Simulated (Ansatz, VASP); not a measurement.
## Cu in VASP and in Ansatz

INCAR

```
SYSTEM = Cu
ALGO = Fast
EDIFF = 1E-7
ENCUT = 520
GGA = CA
ISIF = 2
ISMEAR = -1
LASPH = .TRUE.
LCHARG = .FALSE.
LREAL = .FALSE.
LWAVE = .FALSE.
NBANDS = 18
NELM = 60
PREC = Accurate
SIGMA = 0.05
```

File KPOINTS:

```
k-points
0
G
  12 12 7
  0 0 0
```

Contents of POSCAR:

```
Cu
1.0
    2.4823658959      0.0000000000      0.0000000000
   -1.2411829479      2.1497919273      0.0000000000
    0.0000000000      0.0000000000      4.0286174227
Cu
2
Direct
    0.6666666667      0.3333333333      0.7500000000
    0.3333333333      0.6666666667      0.2500000000
```

The input input.yaml:

```yaml
crystal:
  lattice:
    - [2.4823658959, 0.0, 0.0]
    - [-1.2411829479, 2.1497919273, 0.0]
    - [0.0, 0.0, 4.0286174227]
  atoms:
    - { symbol: Cu, position: [0.6666666667, 0.3333333333, 0.75] }
    - { symbol: Cu, position: [0.3333333333, 0.6666666667, 0.25] }
hamiltonian:
  xc: lda
  pseudopotentials: { kind: paw }
kpoints:
  mp_grid: { grid: [12, 12, 7] }
scf:
  occupations: { method: fermi_dirac, width: 0.05 }
output:
  forces: true
  stress: true
  eigenvalues: true
```

Alike in both runs: task single point; functional LDA; k mesh 12 × 12 × 7; occupations fermi-dirac, width 0.05 eV; no spin polarisation.

```csv
,VASP,Ansatz
version,VASP 6.6.1,Ansatz 0.2.0
potentials or method,"VASP PAW LDA potentials, release 64 (Cu)",Ansatz PAW
plane-wave cutoff (eV),520,420
valence electrons in the cell,22,38
```

|  | VASP | Ansatz | Ansatz less VASP |
| --- | --- | --- | --- |
| gap on the k mesh at the Fermi level (eV) | none | none | - |
| pressure (GPa) | 3.6 | 2.8 | -0.83 |
| traceless stress, the component that is largest in VASP (GPa) | 0.37 | 0.45 | +0.071 |

LDA's correlation is that of Perdew and Zunger in VASP and of Perdew and Wang (1992) in Ansatz. A gap of «none» marks a metal or a gap that the smearing closes. VASP's potentials hold 22 valence electrons a cell and Ansatz's 38, so a difference there can come from the potentials and not from the codes.
